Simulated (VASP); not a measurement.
# TiCo2 (Fd-3m) in VASP: further runs, part 2 of 2

VASP 6.6.1. Earlier steps stand in the parts before.

**3. Relaxation of cell and atoms, r2SCAN, collinear spin, ferrimagnetic start**

This run uses another cell than the first one, of 12.55 Å³/atom.

POSCAR

```
TiCo2
1.0
    0.0000000000      3.3520000000      3.3520000000
    3.3520000000      0.0000000000      3.3520000000
    3.3520000000      3.3520000000      0.0000000000
Ti Co
2 4
Direct
    0.5000000000      0.5000000000      0.5000000000
    0.7500000000      0.7500000000      0.7500000000
    0.1250000000      0.1250000000      0.1250000000
    0.6250000000      0.1250000000      0.1250000000
    0.1250000000      0.1250000000      0.6250000000
    0.1250000000      0.6250000000      0.1250000000
```

INCAR.step1

```
PREC = Accurate
ENCUT = 600
ISMEAR = 0
SIGMA = 0.1
LREAL = False
LASPH = True
NELM = 150
ISPIN = 2
MAGMOM = -0.73 -0.73 1.71 1.71 1.71 1.71
LMAXMIX = 4
GGA = PE
ALGO = Normal
EDIFF = 1E-4
LWAVE = True
LCHARG = False
```

INCAR.step2

```
PREC = Accurate
ENCUT = 600
EDIFF = 1E-6
ISMEAR = 0
SIGMA = 0.1
LREAL = False
LASPH = True
NELM = 150
ALGO = Normal
ISIF = 3
LWAVE = False
LCHARG = False
ISPIN = 2
MAGMOM = -0.73 -0.73 1.71 1.71 1.71 1.71
LORBIT = 11
LMAXMIX = 4
METAGGA = R2SCAN
LMIXTAU = True
IBRION = 2
NSW = 80
EDIFFG = -0.01
ISTART = 1
```

KPOINTS

```
Automatic mesh
0
Gamma
  1 1 1
```

Potentials or basis: VASP PAW PBE potentials, release 64 (Ti_sv, Co).

Command:

```
cat potpaw_PBE.64/Ti_sv/POTCAR potpaw_PBE.64/Co/POTCAR > POTCAR
cp INCAR.step1 INCAR
mpirun -np 1 vasp_gam > vasp.out
cp INCAR.step2 INCAR
mpirun -np 1 vasp_gam > vasp.out
```

Wall time 2.7 min (1 thread of Intel Xeon 6975P-C (Granite Rapids), shared host); peak memory 0.31 GiB.

The run converged. Its results:

* Free energy: -73.7827 eV
* Relaxed volume: 12.23 Å³/atom
* Relaxed cell: a = 4.700 Å, b = 4.700 Å, c = 4.700 Å, α = 60.00°, β = 60.00°, γ = 60.00°
* Space group after relaxing (to 0.1 Å): Fd-3m (No. 227)
* Energy gained by relaxing: 5.1 meV/atom
* Ionic steps: 3
* Pressure after relaxing: 0.0 GPa
* Net moment: -4.00 μB per cell
* Site moments: Ti -0.65; Co -0.33 μB
* Valence electrons inside the program's atomic spheres: Ti 10.31; Co 8.50

Step by step:
```
step  energy change (eV)  largest force (eV/Å)  pressure (GPa)  volume (Å³)
   1              0.0000                0.0000           -4.91        75.33
   2              0.0122                0.0000            6.39        71.21
   3             -0.0303                0.0000            0.00        73.41
```

Final structure:
```
Ti Co
1.0
     0.00000    3.32327    3.32327
     3.32327    0.00000    3.32327
     3.32327    3.32327    0.00000
Ti Co
2 4
Direct
  0.50000 0.50000 0.50000
  0.75000 0.75000 0.75000
  0.12500 0.12500 0.12500
  0.62500 0.12500 0.12500
  0.12500 0.12500 0.62500
  0.12500 0.62500 0.12500
```

Levels at points of the mesh, in eV from the Fermi level:
Spin up:
| k point | band 24 | band 25 | band 26 | band 27 | band 28 | band 29 | band 30 | band 31 | band 32 | band 33 |
| --- | --- | --- | --- | --- | --- | --- | --- | --- | --- | --- |
| (0.00, 0.00, 0.00) | -0.85 | -0.85 | -0.85 | -0.81 | -0.81 | 0.38 | 0.38 | 0.38 | 0.82 | 0.82 |
Spin down:
```csv
k point,band 29,band 30,band 31,band 32,band 33,band 34,band 35,band 36
"(0.00, 0.00, 0.00)",-0.73,-0.73,-0.73,-0.36,0.95,0.95,0.95,1.32
```

Caveat: the k points lie up to 1.64 Å⁻¹ apart in the final cell; the PAW data sets were made with another functional, which shifts forces and pressure a little.

**4. Single point, r2SCAN, collinear spin, ferrimagnetic start**

This run uses another cell than the first one, of 12.41 Å³/atom.

POSCAR: that of step 3 with these lines changed.

```diff
@@ -2,5 +2,5 @@
 1.0
-    0.0000000000      3.3520000000      3.3520000000
-    3.3520000000      0.0000000000      3.3520000000
-    3.3520000000      3.3520000000      0.0000000000
+    0.0000000000      3.3387504648      3.3387504648
+    3.3387504648      0.0000000000      3.3387504648
+    3.3387504648      3.3387504648      0.0000000000
 Ti Co
```

INCAR.step1

```
SYSTEM = TiCo2
ALGO = Normal
EDIFF = 1E-4
ENCUT = 520
GGA = PE
ISMEAR = 0
ISPIN = 2
LASPH = .True.
LCHARG = .False.
LMAXMIX = 4
LREAL = .False.
LWAVE = .True.
MAGMOM = -0.73 -0.73 1.71 1.71 1.71 1.71
NBANDS = 43
NELM = 150
PREC = Accurate
SIGMA = 0.1
```

INCAR.step2

```
SYSTEM = TiCo2
ALGO = Normal
EDIFF = 1E-6
ENCUT = 520
ISIF = 2
ISMEAR = 0
ISPIN = 2
ISTART = 1
LASPH = .True.
LCHARG = .False.
LMAXMIX = 4
LMIXTAU = .True.
LORBIT = 11
LREAL = .False.
LWAVE = .False.
MAGMOM = -0.73 -0.73 1.71 1.71 1.71 1.71
METAGGA = R2SCAN
NBANDS = 43
NELM = 150
PREC = Accurate
SIGMA = 0.1
```

KPOINTS

```
k-points
0
Gamma
  4 4 4
  0 0 0
```

Command:

```
cat potpaw_PBE.64/Ti_sv/POTCAR potpaw_PBE.64/Co/POTCAR > POTCAR
cp INCAR.step1 INCAR
mpirun -np 1 vasp_std > vasp.out
cp INCAR.step2 INCAR
mpirun -np 1 vasp_std > vasp.out
```

It took 3.2 min on 1 thread of Intel Xeon 6975P-C (Granite Rapids), shared host; peak memory 0.27 GiB.

Results (log left out):

```
Free energy                                           : -80.2243 eV
Pressure                                              : 0.0 GPa
Net moment                                            : 3.77 μB per cell
Site moments                                          : Ti -0.61; Co +1.39 μB
Valence electrons inside the program's atomic spheres : Ti 10.17; Co 8.43
```

Levels at points of the mesh, in eV from the Fermi level:
Spin up:
| k point | band 29 | band 30 | band 31 | band 32 | band 33 | band 34 | band 35 | band 36 |
| --- | --- | --- | --- | --- | --- | --- | --- | --- |
| (0.00, 0.00, 0.00) | -0.72 | -0.72 | -0.72 | -0.69 | -0.69 | -0.69 | 0.87 | 0.87 |
| (0.50, 0.00, 0.00) | -1.92 | -0.69 | 0.16 | 0.16 | 0.51 | 0.51 | 0.53 | 0.53 |
| (0.50, 0.50, 0.00) | -1.87 | -1.87 | -0.70 | -0.70 | 0.75 | 0.75 | 1.18 | 1.18 |
Spin down:
| k point | band 24 | band 25 | band 26 | band 27 | band 28 | band 29 | band 30 | band 31 | band 32 | band 33 |
| --- | --- | --- | --- | --- | --- | --- | --- | --- | --- | --- |
| (0.00, 0.00, 0.00) | -0.75 | -0.75 | -0.75 | 0.00 | 0.00 | 0.00 | 0.21 | 0.21 | 0.77 | 0.87 |
| (0.50, 0.00, 0.00) | -1.73 | -0.49 | -0.49 | -0.09 | -0.09 | -0.06 | 0.34 | 0.34 | 0.43 | 0.58 |
| (0.50, 0.50, 0.00) | -2.01 | -1.72 | -1.72 | -0.34 | -0.34 | 0.15 | 0.15 | 0.37 | 0.37 | 0.93 |

Caveat: the k points lie up to 0.41 Å⁻¹ apart; the PAW data sets were made with another functional, which shifts forces and pressure a little.

**5. Single point, LDA, collinear spin, ferrimagnetic start**

This run uses another cell than the first one, of 11.37 Å³/atom.

INCAR

```
SYSTEM = TiCo2
PREC = Accurate ; ENCUT = 520
EDIFF = 1E-6 ; ISMEAR = 0
SIGMA = 0.1 ; LREAL = .FALSE.
LASPH = .TRUE. ; NELM = 150
ALGO = Fast ; ISIF = 2
LWAVE = .FALSE. ; LCHARG = .FALSE.
ISPIN = 2 ; MAGMOM = -0.73 -0.73 1.71 1.71 1.71 1.71
LORBIT = 11 ; LMAXMIX = 4
GGA = CA ; NBANDS = 43
```

KPOINTS

```
regular mesh
0
G
  10 10 10
  0 0 0
```

POSCAR: that of step 4 with these lines changed.

```diff
@@ -2,5 +2,5 @@
 1.0
-    0.0000000000      3.3387504648      3.3387504648
-    3.3387504648      0.0000000000      3.3387504648
-    3.3387504648      3.3387504648      0.0000000000
+    0.0000000000      3.2435261429      3.2435261429
+    3.2435261429      0.0000000000      3.2435261429
+    3.2435261429      3.2435261429      0.0000000000
 Ti Co
```

Potentials or basis: VASP PAW LDA potentials, release 64 (Ti_sv, Co).

Command:

```
cat potpaw_LDA.64/Ti_sv/POTCAR potpaw_LDA.64/Co/POTCAR > POTCAR
mpirun -np 1 vasp_std > vasp.out
```

Run time: 6.8 min. Hardware: 1 thread of Intel Xeon 6975P-C (Granite Rapids), shared host; peak memory 0.32 GiB.

The run converged. Its results:

- Free energy: -52.1144 eV
- Pressure: -0.5 GPa
- Band gap on the k mesh: zero (filled and empty bands overlap)
- Net moment: 0.00 μB per cell
- Valence electrons inside the program's atomic spheres: Ti 10.32; Co 8.61

Levels at points of the mesh, in eV from the Fermi level:
Spin up:
```tsv
k point	band 28	band 29	band 30	band 31	band 32	band 33
(0.00, 0.00, 0.00)	-0.68	-0.60	-0.60	-0.60	0.89	0.89
(0.50, 0.00, 0.00)	-0.40	-0.40	0.10	0.10	0.59	0.59
(0.50, 0.50, 0.00)	-0.62	-0.57	-0.57	-0.03	-0.03	0.94
```
Spin down:
```
           k point  band 27  band 28  band 29  band 30  band 31  band 32  band 33  band 34
(0.00, 0.00, 0.00)    -0.68    -0.68    -0.60    -0.60    -0.60     0.89     0.89     0.89
(0.50, 0.00, 0.00)    -0.66    -0.40    -0.40     0.10     0.10     0.59     0.59     0.89
(0.50, 0.50, 0.00)    -0.62    -0.62    -0.57    -0.57    -0.03    -0.03     0.94     0.94
```

**6. Summary**

| task | cell | k mesh | cutoff (eV) | pressure (GPa) | moment (μB) |
| --- | --- | --- | --- | --- | --- |
| single point | a = 4.766 Å, angles 60.0°, 6 atoms | 1 × 1 × 1 | 520 | -7.6 | 4.00 |
| relaxation of cell and atoms | relaxed from a = 4.740 Å, angles 60.0°, 6 atoms | 1 × 1 × 1 | 600 | 0.0 | 4.00 |
| single point | a = 4.722 Å, angles 60.0°, 6 atoms | 4 × 4 × 4 | 520 | 0.0 | 3.77 |

Alike in all rows: level r2SCAN; potentials or basis VASP PAW PBE potentials, release 64 (Ti_sv, Co); spin collinear, ferrimagnetic start; smearing gaussian 0.1 eV.

Caveats: all runs use coarse meshes; the PAW data sets were made with another functional, which shifts forces and pressure a little.

Absolute energies hang on the potentials; compare differences alone.
